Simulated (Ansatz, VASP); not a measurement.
CoSi in VASP and in Ansatz

```
CELL_PARAMETERS angstrom
3.02724 0.00000 0.00000
-1.51362 2.62167 0.00000
0.00000 0.00000 2.96670
ATOMIC_POSITIONS crystal
Co 0.00000 0.00000 0.00000
Si 0.33333 0.66667 0.50000
```

Alike in both runs: task relaxation of cell and atoms; functional PBE; k mesh 16 × 16 × 14; occupations fermi-dirac, width 0.05 eV; no spin polarisation.

```csv
,VASP,Ansatz
version,VASP 6.6.1,Ansatz 0.2.0
potentials or method,"VASP PAW PBE potentials, release 64 (Co, Si)","PAW with Ansatz's default frozen-core files, scalar-relativistic"
plane-wave cutoff (eV),600,420
valence electrons in the cell,13,21
```

Ansatz gave:

```
relaxed volume (Å³/atom)                                     : 12.49
relaxed cell length with the largest relative difference (Å) : 3.365
```

**Question.** What did VASP give for the same quantities?

**Answer.** Relaxed volume (Å³/atom): 11.30; relaxed cell length with the largest relative difference (Å): 2.736.

One of these differences is far larger than is usual between the two programs; its cause wasn't traced. VASP's potentials hold 13 valence electrons a cell and Ansatz's 21, so a difference there can come from the potentials and not from the codes.
